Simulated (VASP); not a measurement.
# KBr (P6_3/mmc) in VASP: notebook, part 3 of 3

VASP 6.6.1. The steps go on from the part before.

**5. Single point, r2SCAN**

This run uses another cell than the first one, of 44.79 Å³/atom, 1.008 times its volume.

Input file POSCAR:

```
KBr
1.0
    5.6185813549      0.0000000000      0.0000000000
   -2.8092906774      4.8658341866      0.0000000000
    0.0000000000      0.0000000000      6.5538300477
K Br
2 2
Direct
    0.3333333333      0.6666666667     -0.0625000000
    0.6666666667      0.3333333333      0.4375000000
    0.3333333333      0.6666666667      0.4375000000
    0.6666666667      0.3333333333      0.9375000000
```

Input file INCAR.step1:

```
PREC     = Accurate       # precision mode
ENCUT    = 520            # plane-wave cutoff, eV
ISMEAR   = 0              # smearing method
SIGMA    = 0.01           # smearing width, eV
LREAL    = F              # projectors in reciprocal space
LASPH    = T              # aspherical terms in the spheres
NELM     = 80             # most SCF steps
NBANDS   = 24             # bands
GGA      = PE             # functional
ALGO     = Normal         # electronic algorithm
EDIFF    = 1E-4           # SCF threshold, eV
LWAVE    = T              # write WAVECAR
LCHARG   = F              # write CHGCAR
```

Input file INCAR.step2:

```
PREC     = Accurate       # precision mode
ENCUT    = 520            # plane-wave cutoff, eV
EDIFF    = 1E-6           # SCF threshold, eV
ISMEAR   = 0              # smearing method
SIGMA    = 0.01           # smearing width, eV
LREAL    = F              # projectors in reciprocal space
LASPH    = T              # aspherical terms in the spheres
NELM     = 80             # most SCF steps
ALGO     = Normal         # electronic algorithm
ISIF     = 2              # what is computed and relaxed
LWAVE    = F              # write WAVECAR
LCHARG   = F              # write CHGCAR
METAGGA  = R2SCAN         # meta-GGA
LMIXTAU  = T            
NBANDS   = 24             # bands
ISTART   = 1
```

Input file KPOINTS:

```
Automatic mesh
0
Gamma
  6 6 4
```

Potentials or basis: VASP PAW PBE potentials, release 64 (K_sv, Br).

Run with:

```bash
> cat potpaw_PBE.64/K_sv/POTCAR potpaw_PBE.64/Br/POTCAR > POTCAR
> cp INCAR.step1 INCAR
> mpirun -np 1 vasp_std > vasp.out
> cp INCAR.step2 INCAR
> mpirun -np 1 vasp_std > vasp.out
```

OUTCAR:

```text
PREC = Accurate
   ENCUT = 520
   EDIFF = 1E-6
   ISMEAR = 0
   LREAL = F
   LASPH = T
   NELM = 80
   ISIF = 2
   METAGGA = R2SCAN
   ISTART = 1

 ion  position               nearest neighbor table
   1  0.333  0.667  0.938-   4 3.24   4 3.24   4 3.24   3 3.28   3 3.28
   2  0.667  0.333  0.438-   3 3.24   3 3.24   3 3.24   4 3.28   4 3.28
   3  0.333  0.667  0.438-   2 3.24   2 3.24   2 3.24   1 3.28   1 3.28
   4  0.667  0.333  0.938-   1 3.24   1 3.24   1 3.24   2 3.28   2 3.28

  LATTYP: Found a hexagonal cell.
 ALAT       =     5.6185813549
 C/A-ratio  =     1.1664563764

  Lattice vectors:

 A1 = (   5.6185813549,   0.0000000000,   0.0000000000)
 A2 = (  -2.8092906774,   4.8658341866,   0.0000000000)
 A3 = (   0.0000000000,   0.0000000000,   6.5538300477)

Analysis of symmetry for initial positions (statically):
=====================================================================
 Subroutine PRICEL returns:
 Original cell was already a primitive cell.

 Routine SETGRP: Setting up the symmetry group for a
 hexagonal supercell.

 Subroutine GETGRP returns: Found 24 space group operations
 (whereof  6 operations were pure point group operations)
 out of a pool of 24 trial point group operations.

The static configuration has the point symmetry C_3v.
 The point group associated with its full space group is D_6h.

Analysis of symmetry for dynamics (positions and initial velocities):
=====================================================================
 Subroutine PRICEL returns:
 Original cell was already a primitive cell.

 Routine SETGRP: Setting up the symmetry group for a
 hexagonal supercell.

 Subroutine GETGRP returns: Found 24 space group operations
 (whereof  6 operations were pure point group operations)
 out of a pool of 24 trial point group operations.

The dynamic configuration has the point symmetry C_3v.
 The point group associated with its full space group is D_6h.

 Subroutine INISYM returns: Found 24 space group operations
 (whereof  6 operations are pure point group operations),
 and found     1 'primitive' translations

----------------------------------------------------------------------------------------

                                     Primitive cell

  volume of cell :     179.1757

  direct lattice vectors                    reciprocal lattice vectors
     5.618581355  0.000000000  0.000000000     0.177980870  0.102757303  0.000000000
    -2.809290677  4.865834187  0.000000000     0.000000000  0.205514607  0.000000000
     0.000000000  0.000000000  6.553830048     0.000000000  0.000000000  0.152582535

  length of vectors
     5.618581355  5.618581355  6.553830048     0.205514607  0.205514607  0.152582535

  position of ions in fractional coordinates (direct lattice)
     0.333333333  0.666666667  0.937500000
     0.666666667  0.333333333  0.437500000
     0.333333333  0.666666667  0.437500000
     0.666666667  0.333333333  0.937500000

  ion indices of the primitive-cell ions
   primitive index   ion index
                 1           1
                 2           2
                 3           3
                 4           4

----------------------------------------------------------------------------------------

 KPOINTS: Automatic mesh

Automatic generation of k-mesh.
 Grid dimensions read from file:
 generate k-points for:    6    6    4

 Generating k-lattice:

  Cartesian coordinates                     Fractional coordinates (reciprocal lattice)
     0.029663478  0.017126217  0.000000000     0.166666667  0.000000000  0.000000000
     0.000000000  0.034252434  0.000000000     0.000000000  0.166666667  0.000000000
     0.000000000  0.000000000  0.038145634     0.000000000  0.000000000  0.250000000

  Length of vectors
     0.034252434  0.034252434  0.038145634

  Shift w.r.t. Gamma in fractional coordinates (k-lattice)
     0.000000000  0.000000000  0.000000000

 Subroutine IBZKPT returns following result:
 ===========================================

 Found     21 irreducible k-points:

 Following reciprocal coordinates:
            Coordinates               Weight
  0.000000  0.000000  0.000000      1.000000
  0.166667  0.000000  0.000000      6.000000
  0.333333  0.000000  0.000000      6.000000
  0.500000  0.000000  0.000000      3.000000
  0.166667  0.166667  0.000000      6.000000
  0.333333  0.166667  0.000000     12.000000
[... 13 lines left out ...]
  0.333333  0.166667  0.500000     12.000000
  0.333333  0.333333  0.500000      2.000000
   k-points           NKPTS =     21   k-points in BZ     NKDIM =     21   number of bands    NBANDS=     24
   number of dos      NEDOS =    301   number of ions     NIONS =      4
   total plane-waves  NPLWV =  88200
   dimension x,y,z NGX =    42 NGY =   42 NGZ =   50
   dimension x,y,z NGXF=    84 NGYF=   84 NGZF=  100
   ions per type =               2   2
   NGX,Y,Z   is equivalent  to a cutoff of  12.43, 12.43, 12.68 a.u.
   NGXF,Y,Z  is equivalent  to a cutoff of  24.85, 24.85, 25.37 a.u.
 SYSTEM =  unknown system
   PREC   = accura    normal or accurate (medium, high low for compatibility)
   ISTART =      1    job   : 0-new  1-cont  2-samecut
   ICHARG =      0    charge: 1-file 2-atom 10-const
   ISPIN  =      1    spin polarized calculation?
   LNONCOLLINEAR =      F non collinear calculations
   LSORBIT =      F    spin-orbit coupling
   LASPH  =      T    aspherical Exc in radial PAW
   ENCUT  =  520.0 eV  38.22 Ry    6.18 a.u.  10.45 10.45 12.19*2*pi/ulx,y,z
   NELM   =     80;   NELMIN=  2; NELMDL=  0     # of ELM steps
   EDIFF  = 0.1E-05   stopping-criterion for ELM
   LREAL  =      F    real-space projection
   EDIFFG = 0.1E-04   stopping-criterion for IOM
   NSW    =      0    number of steps for IOM
   IBRION =     -1    ionic relax: 0-MD 1-quasi-New 2-CG
   NFREE  =      0    steps in history (QN), initial steepest desc. (CG)
   ISIF   =      2    stress and relaxation
   ISYM   =      2    0-nonsym 1-usesym 2-fastsym
   POTIM  = 0.5000    time-step for ionic-motion
   TEBEG  =    0.0;   TEEND  =   0.0 temperature during run
   PSTRESS=    0.0 pullay stress
   NELECT =      32.0000    total number of electrons
   NUPDOWN=      -1.0000    fix difference up-down
   EMIN   =  10.00;   EMAX   =-10.00  energy-range for DOS
   EFERMI =   0.00;   METHOD = LEGACY
   ISMEAR =     0;   SIGMA  =   0.01  broadening in eV -4-tet -1-fermi 0-gaus
   EFERMI_NEDOS =   21; number of points for ismear=-14 and -15
   IALGO  =     38    algorithm
   IMIX   =      4    mixing-type and parameters
     AMIX     =   0.40;   BMIX     =  1.00
     AMIX_MAG =   1.60;   BMIX_MAG =  1.00
  volume/ion in A,a.u.               =      44.79       302.28
  Fermi-wavevector in a.u.,A,eV,Ry     =   0.921931  1.742197 11.564365  0.849957
  Thomas-Fermi vector in A             =   2.047402
   LORBIT       =      0    0 simple, 1 ext, 2 COOP (PROOUT), +10 PAW based schemes
   METAGGA = R2SCAN    functional components
   LHFCALC =     F    Hartree Fock is set to
   AEXX    =    0.0000 exact exchange contribution
   IVDW    =     0    specifies the selected vdW correction
   LEPSILON=     F    determine dielectric tensor
   LRPA    =     F    only Hartree local field effects (RPA)
 non-spin polarized calculation
 Gauss-broadening in eV      SIGMA  =   0.01
  energy-cutoff  :      520.00
  volume of cell :      179.18
 maximum number of plane-waves:      4860
 NGX is ok and might be reduce to    42
   NGX = 21   NGY = 21   NGZ = 25

 number of electron      32.0000003 magnetization

 Free energy of the ion-electron system (eV)
  ---------------------------------------------------
  ext. energy  EPLUGINS =         0.00000000
  ---------------------------------------------------
  free energy    TOTEN  =       -46.22827365 eV

  energy without entropy =      -46.22827365  energy(sigma->0) =      -46.22827365

 E-fermi :  -2.7874     XC(G=0):  -6.6359

 val. band max:       -2.9218704540   @ k =   0.0000   0.0000   0.0000
 cond. band min:       1.8439100614   @ k =   0.0000   0.0000   0.0000
 fundamental gap:      4.7657805154
 Fermi energy:        -2.7874473232

 k-point     1 :       0.0000    0.0000    0.0000
  band No.  band energies     occupation
      1     -31.9594      2.00000
      2     -31.9531      2.00000
      3     -15.5813      2.00000
      4     -15.4942      2.00000
      5     -14.7289      2.00000
      6     -14.7133      2.00000
[... 556 lines left out ...]
     23       6.4506      0.00000
     24       6.4506      0.00000

------------------------ aborting loop because EDIFF is reached ----------------------------------------

  FORCE on cell =-STRESS in cart. coord.  units (eV):
  Direction    XX          YY          ZZ          XY          YZ          ZX
  --------------------------------------------------------------------------------------
  -------------------------------------------------------------------------------------
  Total        0.0080913      0.0080913      0.0146930      0.0000000     -0.0000000      0.0000000
  in kB        0.0723523      0.0723523      0.1313843      0.0000000     -0.0000000      0.0000000
  external PRESSURE =       0.0920296 kB  Pullay stress =       0.0000000 kB

 VOLUME and BASIS-vectors are now :
 -----------------------------------------------------------------------------
  energy-cutoff  :      520.00
  volume of cell :      179.18
      direct lattice vectors                 reciprocal lattice vectors
     5.618581355  0.000000000  0.000000000     0.177980870  0.102757303  0.000000000
    -2.809290677  4.865834187  0.000000000     0.000000000  0.205514607  0.000000000
     0.000000000  0.000000000  6.553830048     0.000000000  0.000000000  0.152582535

 POSITION                                       TOTAL-FORCE (eV/Angst)
 -----------------------------------------------------------------------------------
     -0.00000      3.24389      6.14422        -0.000000      0.000000     -0.000000
      2.80929      1.62194      2.86730         0.000000      0.000000     -0.000000
     -0.00000      3.24389      2.86730        -0.000000     -0.000000     -0.000000
      2.80929      1.62194      6.14422        -0.000000      0.000000      0.000000
 -----------------------------------------------------------------------------------
    total drift:                               -0.000000      0.000000     -0.000425

  FREE ENERGIE OF THE ION-ELECTRON SYSTEM (eV)
  ---------------------------------------------------
  free  energy   TOTEN  =       -46.2282736481 eV

  energy  without entropy=      -46.2282736481  energy(sigma->0) =      -46.22827365
```

Run time: 9.6 min. Hardware: 1 thread of Oxide Virtual Turin-like, shared host; peak memory 0.32 GiB.

What came out:

```yaml
Free_energy: -46.2283 eV
Pressure: 0.0 GPa
Band_gap_on_the_k_mesh: 4.77 eV, direct
```

Levels at points of the mesh, in eV from the valence-band top:
```csv
k point,band 12,band 13,band 14,band 15,band 16,band 17,band 18,band 19,band 20,band 21
"(0.00, 0.00, 0.00)",-0.48,-0.48,-0.29,-0.29,0.00,4.77,7.83,8.08,8.08,8.94
"(0.50, 0.00, 0.00)",-0.51,-0.47,-0.45,-0.25,-0.15,6.46,7.19,7.21,7.45,8.61
"(0.00, 0.00, 0.50)",-0.63,-0.40,-0.40,-0.40,-0.40,6.03,6.03,9.08,9.08,9.08
"(0.50, 0.00, 0.50)",-0.90,-0.35,-0.35,-0.27,-0.27,6.76,6.76,8.61,8.61,8.85
```

Caveat: the PAW data sets were made with another functional, which shifts forces and pressure a little.

**6. Single point, r2SCAN (epitaxial xy strain +0.5%)**

Input file POSCAR:

```
KBr
1.0
    5.6466742617      0.0000000000      0.0000000000
   -2.8233371308      4.8901633575      0.0000000000
    0.0000000000      0.0000000000      6.5494015615
K Br
2 2
Direct
    0.3333333333      0.6666666667     -0.0625000000
    0.6666666667      0.3333333333      0.4375000000
    0.3333333333      0.6666666667      0.4375000000
    0.6666666667      0.3333333333      0.9375000000
```

Input file INCAR.step1:

```
ALGO     = Normal         # electronic algorithm
EDIFF    = 1E-4           # SCF threshold, eV
ENCUT    = 520            # plane-wave cutoff, eV
GGA      = PE             # functional
ISMEAR   = 0              # smearing method
LASPH    = True           # aspherical terms in the spheres
LCHARG   = False          # write CHGCAR
LREAL    = False          # projectors in reciprocal space
LWAVE    = True           # write WAVECAR
NBANDS   = 24             # bands
NELM     = 100            # most SCF steps
PREC     = Accurate       # precision mode
SIGMA    = 0.01           # smearing width, eV
```

Input file INCAR.step2:

```
ALGO     = Normal         # electronic algorithm
EDIFF    = 1E-6           # SCF threshold, eV
ENCUT    = 520            # plane-wave cutoff, eV
ISIF     = 2              # what is computed and relaxed
ISMEAR   = 0              # smearing method
ISTART   = 1            
LASPH    = True           # aspherical terms in the spheres
LCHARG   = False          # write CHGCAR
LMIXTAU  = True         
LREAL    = False          # projectors in reciprocal space
LWAVE    = False          # write WAVECAR
METAGGA  = R2SCAN         # meta-GGA
NBANDS   = 24             # bands
NELM     = 100            # most SCF steps
PREC     = Accurate       # precision mode
SIGMA    = 0.01           # smearing width, eV
```

Input file KPOINTS:

```
k-points
0
Gamma
  6 6 4
```

Potentials or basis: VASP PAW PBE potentials, release 64 (K_sv, Br).

Run with:

```bash
> cat potpaw_PBE.64/K_sv/POTCAR potpaw_PBE.64/Br/POTCAR > POTCAR
> cp INCAR.step1 INCAR
> mpirun -np 1 vasp_std > vasp.out
> cp INCAR.step2 INCAR
> mpirun -np 1 vasp_std > vasp.out
```

It took 8 min on 1 thread of Oxide Virtual Turin-like, shared host; peak memory 0.32 GiB.

The run converged. Its results:

- Free energy: -46.2278 eV
- Pressure: -0.1 GPa
- Band gap on the k mesh: 4.75 eV, direct

Stress tensor (GPa, compression positive):
```
-0.13  0.00  0.00
 0.00 -0.13  0.00
 0.00  0.00  0.00
```

Levels at points of the mesh, in eV from the valence-band top:
```tsv
k point	band 14	band 15	band 16	band 17	band 18	band 19
(0.00, 0.00, 0.00)	-0.28	-0.28	0.00	4.75	7.82	8.07
(0.50, 0.00, 0.00)	-0.44	-0.25	-0.15	6.45	7.16	7.22
(0.00, 0.00, 0.50)	-0.40	-0.40	-0.40	6.02	6.02	9.05
(0.50, 0.00, 0.50)	-0.35	-0.27	-0.27	6.75	6.75	8.57
```

Caveat: the cell differs from its parent crystal (epitaxial xy strain +0.5%); the PAW data sets were made with another functional, which shifts forces and pressure a little. A k mesh can miss the band edges.

**7. Overview**

```csv
level,cell,smearing,gap on the mesh (eV),pressure (GPa)
PBE,"a = 5.590, b = 5.590, c = 6.564 Å, angles 90.0, 90.0, 120.0°, 4 atoms",fermi-dirac 0.02 eV,4.20,0.5
PBE,"a = 5.647, b = 5.647, c = 6.549 Å, angles 90.0, 90.0, 120.0°, 4 atoms",fermi-dirac 0.02 eV,4.17,0.3
PBE,"a = 5.703, b = 5.703, c = 6.652 Å, angles 90.0, 90.0, 120.0°, 4 atoms",fermi-dirac 0.02 eV,4.12,-0.1
r2SCAN,"a = 5.619, b = 5.619, c = 6.554 Å, angles 90.0, 90.0, 120.0°, 4 atoms",gaussian 0.01 eV,4.77,0.0
r2SCAN,"a = 5.647, b = 5.647, c = 6.549 Å, angles 90.0, 90.0, 120.0°, 4 atoms",gaussian 0.01 eV,4.75,-0.1
```

Alike in all rows: task single point; potentials or basis VASP PAW PBE potentials, release 64 (K_sv, Br); no spin polarisation; k mesh 6 × 6 × 4; cutoff (eV) 520.

Caveats: the PAW data sets were made with another functional, which shifts forces and pressure a little (some runs).

Absolute energies hang on the potentials; compare differences alone.
